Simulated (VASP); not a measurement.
Runs of VASP 6.6.1 on Ba. The structure is that of space group Fm-3m (No. 225), or close to it. The cells are those of the table. This isn't the form of Ba at room conditions, which is bcc.

| cell | k mesh | gap on the mesh (eV) | pressure (GPa) |
| --- | --- | --- | --- |
| a = 4.558 Å, angles 60.0°, 1 atom | 14 × 14 × 14 | none | 0.1 |
| a = 4.558 Å, angles 60.0°, 1 atom | 10 × 10 × 10 | none | 0.1 |
| a = 4.433 Å, angles 60.0°, 1 atom | 10 × 10 × 10 | none | 0.8 |
| a = 4.618 Å, angles 60.0°, 1 atom | 10 × 10 × 10 | none | -0.2 |
| a = 4.734 Å, angles 60.0°, 1 atom | 10 × 10 × 10 | - | -0.7 |
| a = 4.677 Å, angles 60.0°, 1 atom | 10 × 10 × 10 | - | (a) |
| a = 4.497 Å, angles 60.0°, 1 atom | 10 × 10 × 10 | none | (b) |
| a = 4.368 Å, angles 60.0°, 1 atom | 10 × 10 × 10 | none | 1.2 |

Alike in all rows: task single point; level r2SCAN; potentials or basis VASP PAW PBE potentials, release 64 (Ba_sv); no spin polarisation; cutoff (eV) 520; smearing fermi-dirac 0.1 eV.

Problem. Estimate the missing entries.

Solution. (a) -0.5; (b) 0.4.

Caveats: the PAW data sets were made with another functional, which shifts forces and pressure a little; spin-orbit coupling is left out, which moves the levels of the heavy elements.

A k mesh can miss the band edges, and the runs leave out spin-orbit coupling on Ba.

A gap of «none» marks levels without a gap at the run's occupations.
